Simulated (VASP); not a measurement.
Write the native input for VASP 6.6.1 that does the following.

```
Task                   : single point
Functional             : PBE
Potentials or basis    : VASP PAW PBE potentials, release 64 (Ga_d, Sb)
Cutoff                 : 520 eV
k mesh                 : 6 × 6 × 6
Occupations            : gaussian, width 0.1 eV
Spin                   : no spin polarisation
Dipole correction      : no
Further INCAR settings : ALGO = Normal; EDIFF = 1e-07; NBANDS = 26
```

The structure of GaSb lies in POSCAR:

```
GaSb
1.0
    2.0392494760      1.1773612339      6.7493173972
   -2.0392494760      1.1773612339      6.7493173972
    0.0000000000     -2.3547224677      6.7493173972
Ga Sb
2 2
Direct
    0.4353720000      0.4353720000      0.4353720000
    0.5646280000      0.5646280000      0.5646280000
    0.0573890000      0.0573890000      0.0573890000
    0.9426110000      0.9426110000      0.9426110000
```

This cell differs from its parent crystal: P replaced by Sb, lengths x 1.084, strained.

These files were run (other wordings do the same):

INCAR

```
PREC = Accurate
ENCUT = 520
EDIFF = 1E-7
ISMEAR = 0
SIGMA = 0.1
LREAL = F
LASPH = T
NELM = 100
ALGO = Normal
ISIF = 2
LWAVE = F
LCHARG = F
GGA = PE
NBANDS = 26
```

KPOINTS

```
regular mesh
0
Gamma
  6 6 6
```

Potentials or basis: VASP PAW PBE potentials, release 64 (Ga_d, Sb).

Command:

```console
$ cat potpaw_PBE.64/Ga_d/POTCAR potpaw_PBE.64/Sb/POTCAR > POTCAR
$ mpirun -np 1 vasp_std > vasp.out
```

It gave:

```yaml
Pressure: 22.0 GPa
Largest_force: 7.403 eV/Å
Band_gap_on_the_k_mesh: 0.18 eV, indirect (least direct gap 0.59 eV)
```

Caveat: the cell differs from its parent crystal (P replaced by Sb, lengths x 1.084, strained); spin-orbit coupling is left out, which moves the levels of the heavy elements; forces of over 1 eV/Å act on the atoms, so gaps and moduli don't describe the material at rest.

Wall time 2.9 min on 1 thread of Intel(R) Xeon(R) Platinum 8375C CPU @ 2.90GHz (Ice Lake), on a shared host, peak memory 0.39 GiB.
